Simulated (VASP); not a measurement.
Ti: single point with r2SCAN

Crystal: Ti.

```xyz
1
Lattice="-1.7113 1.7113 1.7113 1.7113 -1.7113 1.7113 1.7113 1.7113 -1.7113" Properties=species:S:1:pos:R:3 pbc="T T T"
Ti    0.0000    0.0000    0.0000
```

This isn't the form of Ti at room conditions, which is hcp.

```
Program                : VASP 6.6.1
Task                   : single point
Functional             : r2SCAN
Potentials or basis    : VASP PAW PBE potentials, release 64 (Ti_sv)
Cutoff                 : 520 eV
k mesh                 : 22 × 22 × 22
Occupations            : fermi-dirac, width 0.05 eV
Spin                   : collinear spin
Starting moments       : [1.059] μB
Dipole correction      : no
Further INCAR settings : ALGO = Normal; EDIFF = 1e-06; NBANDS = 16
```

```json
{
 "Pressure": "-12.8 GPa",
 "Band gap on the k mesh": "zero (filled and empty bands overlap)",
 "Net moment": "0.00 μB per cell",
 "Valence electrons inside the program's atomic spheres": "Ti 10.07"
}
```

Levels at points of the mesh, in eV from the Fermi level:
Spin up:
```csv
k point,band 3,band 4,band 5,band 6,band 7,band 8,band 9,band 10
"(0.00, 0.00, 0.00)",-34.18,-34.18,-6.01,0.98,0.98,0.98,2.47,2.47
"(0.50, 0.00, 0.00)",-34.32,-34.18,-2.25,-0.22,0.60,2.45,2.74,3.72
"(0.50, 0.50, 0.50)",-34.48,-34.48,-1.80,-1.80,3.43,3.43,3.43,7.63
```
Spin down:
```tsv
k point	band 2	band 3	band 4	band 5	band 6	band 7	band 8	band 9	band 10	band 11
(0.00, 0.00, 0.00)	-34.18	-34.18	-34.18	-6.01	0.98	0.98	0.98	2.47	2.47	17.08
(0.50, 0.00, 0.00)	-34.61	-34.32	-34.18	-2.25	-0.22	0.60	2.45	2.74	3.72	7.65
(0.50, 0.50, 0.50)	-34.48	-34.48	-34.48	-1.80	-1.80	3.43	3.43	3.43	7.63	7.63
```

It took 4.8 min on 1 thread of Intel(R) Xeon(R) 6975P-C (Granite Rapids) (shared host), peak memory 0.27 GiB.

Caveat: the cell stands under tension; the PAW data sets were made with another functional, which shifts forces and pressure a little.
